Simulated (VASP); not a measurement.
Set up this calculation in VASP 6.6.1, as the native input.

```
Task                   : single point
Functional             : PBE
Potentials or basis    : VASP PAW PBE potentials, release 64 (La, Ge_d, Mg, F)
Cutoff                 : 520 eV
k mesh                 : 4 × 4 × 4
Occupations            : tetrahedron
Spin                   : no spin polarisation
Dipole correction      : no
Further INCAR settings : ALGO = Normal; EDIFF = 1e-06; NBANDS = 51
```

The structure of La2MgGeF6 lies in POSCAR:

```
La2MgGeF6
1.0
    2.9038430000      1.6765330000      4.6810950000
   -2.9038430000      1.6765330000      4.6810950000
    0.0000000000     -3.3530650000      4.6810950000
La Ge Mg F
2 1 1 6
Direct
    0.7520000000      0.7520000000      0.7520000000
    0.2480000000      0.2480000000      0.2480000000
    0.5030000000      0.5030000000      0.5030000000
    0.0000000000      0.0000000000      0.0000000000
    0.6900000000      0.2550000000      0.7890000000
    0.7890000000      0.6900000000      0.2550000000
    0.2550000000      0.7890000000      0.6900000000
    0.2080000000      0.3240000000      0.7350000000
    0.7350000000      0.2080000000      0.3240000000
    0.3240000000      0.7350000000      0.2080000000
```

One way to write it, as run:

INCAR

```
ALGO = Normal
EDIFF = 1E-6
ENCUT = 520
GGA = PE
ISIF = 2
ISMEAR = -5
LASPH = True
LCHARG = False
LREAL = False
LWAVE = False
NBANDS = 51
NELM = 100
PREC = Accurate
SIGMA = 0.1
```

KPOINTS

```
k-points
0
Gamma
  4 4 4
```

Potentials or basis: VASP PAW PBE potentials, release 64 (La, Ge_d, Mg, F).

Command:

```console
$ cat potpaw_PBE.64/La/POTCAR potpaw_PBE.64/Ge_d/POTCAR potpaw_PBE.64/Mg/POTCAR potpaw_PBE.64/F/POTCAR > POTCAR
$ mpirun -np 1 vasp_std > vasp.out
```

It gave:

```json
{
 "Pressure": "26.1 GPa",
 "Largest force": "3.525 eV/Å",
 "Band gap on the k mesh": "zero (band 40 reaches 10.00 eV, above the bottom of band 41 at 8.90 eV)"
}
```

Caveat: spin-orbit coupling is left out, which moves the levels of the heavy elements; forces of over 1 eV/Å act on the atoms, so gaps and moduli don't describe the material at rest; tetrahedron occupations give inexact forces and stress in metals.

Wall time 8.9 min on 1 thread of Oxide Virtual Turin-like Processor (shared host), peak memory 0.35 GiB.
